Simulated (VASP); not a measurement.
As2Se: relaxation of shape and atoms at fixed volume with PBEsol

The system is As2Se.

```xyz
6
Lattice="-3.5044 3.5044 2.6415 3.5044 -3.5044 2.6415 3.5044 3.5044 -2.6415" Properties=species:S:1:pos:R:3 pbc="T T T"
As    0.0000    5.2565    0.6604
As    0.0000    1.7522    0.6604
As    1.7522    3.5044    1.9812
As   -1.7522    3.5044    1.9812
Se    0.0000    0.0000    2.6415
Se    3.5044    0.0000    1.3208
```

```yaml
Program: VASP 6.6.1
Task: relaxation of shape and atoms at fixed volume
Functional: PBEsol
Potentials_or_basis: VASP PAW PBE potentials, release 64 (As, Se)
Cutoff: 600 eV
k_mesh: 8 × 8 × 8
Occupations: gaussian, width 0.1 eV
Spin: no spin polarisation
Dipole_correction: no
Further_INCAR_settings: ALGO = Fast; EDIFF = 1e-06; IBRION = 2; EDIFFG = -0.01; NSW = 50; ISIF = 4
```

```json
{"Energy gained by relaxing": "0.2 meV/atom", "Ionic steps": "3", "Pressure after relaxing": "-1.9 GPa", "Band gap on the k mesh": "zero (bands 16 and 17 overlap by 0.42 eV)"}
```

The path:
```
step  energy change (eV)  largest force (eV/Å)  pressure (GPa)  volume (Å³)
   1              0.0000                0.0000           -2.05       129.76
   2             -0.0011                0.0000           -1.98       129.76
   3             -0.0015                0.0000           -1.92       129.76
```

Final structure:
```yaml
crystal:
  lattice:
    - [-3.51374, 3.51374, 2.62743]
    - [3.51374, -3.51374, 2.62743]
    - [3.51374, 3.51374, -2.62743]
  atoms:
    - { symbol: As, position: [0.87500, 0.12500, 0.75000] }
    - { symbol: As, position: [0.37500, 0.12500, 0.25000] }
    - { symbol: As, position: [0.87500, 0.62500, 0.75000] }
    - { symbol: As, position: [0.87500, 0.12500, 0.25000] }
    - { symbol: Se, position: [0.50000, 0.50000, 0.00000] }
    - { symbol: Se, position: [0.25000, 0.75000, 0.50000] }
```

Levels at points of the mesh, in eV from the Fermi level:
| k point | band 14 | band 15 | band 16 | band 17 | band 18 | band 19 |
| --- | --- | --- | --- | --- | --- | --- |
| (0.00, 0.00, 0.00) | -2.76 | -2.76 | -1.08 | 2.41 | 3.06 | 3.06 |
| (0.50, 0.00, 0.00) | -1.48 | -0.51 | -0.01 | 0.19 | 0.50 | 1.50 |
| (0.50, 0.50, 0.00) | -1.38 | -1.19 | -1.19 | -0.07 | -0.07 | 1.84 |
| (0.50, 0.50, 0.50) | -0.70 | -0.36 | -0.36 | 0.29 | 0.29 | 0.44 |

It took 15 min on 1 thread of Oxide Virtual Turin-like Processor, on a shared host, peak memory 0.41 GiB.

Caveat: the PAW data sets were made with another functional, which shifts forces and pressure a little.
